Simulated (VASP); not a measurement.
Here is a VASP 6.6.1 calculation.

File INCAR:

```
PREC     = Accurate       # precision mode
ENCUT    = 600            # plane-wave cutoff, eV
EDIFF    = 1E-6           # SCF threshold, eV
ISMEAR   = -1             # smearing method
SIGMA    = 0.05           # smearing width, eV
LREAL    = F              # projectors in reciprocal space
LASPH    = T              # aspherical terms in the spheres
NELM     = 100            # most SCF steps
ALGO     = Normal         # electronic algorithm
ISIF     = 3              # what is computed and relaxed
LWAVE    = F              # write WAVECAR
LCHARG   = F              # write CHGCAR
GGA      = PE             # functional
IBRION   = 2              # ionic algorithm
NSW      = 60             # ionic steps
EDIFFG   = -0.005         # ionic threshold
```

KPOINTS

```
Automatic mesh
0
Gamma
  14 14 14
```

The input POSCAR:

```
BN
1.0
    2.7144176166      0.0000000000      0.0000000000
    0.0000000000      2.7144176166      0.0000000000
    0.0000000000      0.0000000000      2.7144176166
B N
1 1
Direct
    0.0000000000      0.0000000000      0.0000000000
    0.5000000000      0.5000000000      0.5000000000
```

Potentials or basis: VASP PAW PBE potentials, release 64 (B, N).

Run with:

```bash
$ cat potpaw_PBE.64/B/POTCAR potpaw_PBE.64/N/POTCAR > POTCAR
$ mpirun -np 1 vasp_std > vasp.out
```

Q: Estimate the band gap on the k mesh.

A: Zero (band 4 reaches 9.93 eV, above the bottom of band 5 at 6.69 eV).

Q: Estimate the space group after relaxing (to 0.05 Å).

A: Pm-3m (No. 221).

The path:
```csv
step,energy change (eV),largest force (eV/Å),pressure (GPa),volume (Å³)
1,0.0000,0.0000,-38.56,20.00
2,-1.3278,0.0000,-19.99,13.81
3,-1.4181,0.0000,-1.08,12.54
4,-1.4179,0.0000,1.47,12.41
5,-1.4181,0.0000,-0.68,12.52
6,-1.4182,0.0000,0.00,12.49
```

Caveat: the volume moved by over 15 % at a fixed basis, so the end points are rough.
